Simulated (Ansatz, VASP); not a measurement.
One calculation of Te2Mo, two programs

```xyz
6
Lattice="3.5567 0.0000 0.0000 -1.7783 3.0802 0.0000 0.0000 0.0000 15.9449" Properties=species:S:1:pos:R:3 pbc="T T T"
Te    0.0000    2.0534   10.1504
Te    1.7783    1.0267    2.1779
Te    1.7783    1.0267    5.7945
Te    0.0000    2.0534   13.7669
Mo    0.0000    2.0534    3.9862
Mo    1.7783    1.0267   11.9587
```

Change from the starting cell: strain along c alone, the other axes held, atoms relaxed: +4.0 %.

Alike in both runs: functional PBE; k mesh 12 × 12 × 2; occupations gaussian, width 0.02 eV; no spin polarisation.

Ansatz relaxed the structure, and its values are those at the end. VASP's run is a single point on that final structure, the one shown.

|  | VASP | Ansatz |
| --- | --- | --- |
| version | VASP 6.6.1 | Ansatz 0.2.0 |
| potentials or method | VASP PAW PBE potentials, release 64 (Te, Mo_sv), cutoff 520 eV | scalar-relativistic, plane waves, PAW |
| valence electrons in the cell | 52 | 92 |

```csv
,VASP,Ansatz,Ansatz less VASP
gap on the k mesh at the Fermi level (eV),1.05,1.05,+0.001
least direct gap on the mesh (eV),1.05,1.05,+0.001
pressure (GPa),0.0,-0.1,-0.01
rms of the force components (eV/Å),0.005,0.001,-0.0045
```

VASP's potentials hold 52 valence electrons a cell and Ansatz's 92, so a difference there can come from the potentials and not from the codes. Ansatz's warnings: stress scf threshold loose.

Spin-orbit coupling is off throughout.
